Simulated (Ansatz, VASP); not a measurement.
**Rh: VASP beside Ansatz**

```
Rh
1.0
     2.99818    0.00000    0.00000
    -1.49909    2.25914    0.00000
     0.00000    0.00000    7.71352
Rh
4
Direct
  0.00000 0.00000 0.00000
  0.33333 0.66667 0.25000
  0.00000 0.00000 0.50000
  0.66667 0.33333 0.75000
```

Change from the starting cell: strain +e along x and -e along y +0.0733, strain +e along z and -e/2 along x and y -0.1100.

Alike in both runs: task single point; functional LDA; k mesh 18 × 18 × 6; occupations gaussian, width 0.15 eV; no spin polarisation.

|  | VASP | Ansatz |
| --- | --- | --- |
| version | VASP 6.6.1 | Ansatz 0.2.0 |
| potentials or method | VASP PAW LDA potentials, release 64 (Rh_pv), cutoff 520 eV | scalar-relativistic, plane waves, PAW |
| valence electrons in the cell | 60 | 68 |

|  | VASP | Ansatz | Ansatz less VASP |
| --- | --- | --- | --- |
| gap on the k mesh at the Fermi level (eV) | none | none | - |
| pressure (GPa) | 18.0 | 17.0 | -0.99 |
| traceless stress, the component that is largest in VASP (GPa) | 30.14 | 29.95 | -0.188 |
| rms of the force components (eV/Å) | 0.420 | 0.413 | -0.0068 |

Ansatz warns that its potentials were made for another functional, while VASP's fit it. LDA's correlation is that of Perdew and Zunger in VASP and of Perdew and Wang (1992) in Ansatz. Atom by atom the forces differ by 0.007 eV/Å (rms over components). A gap of «none» marks a metal or a gap that the smearing closes. VASP's potentials hold 60 valence electrons a cell and Ansatz's 68, so a difference there can come from the potentials and not from the codes.
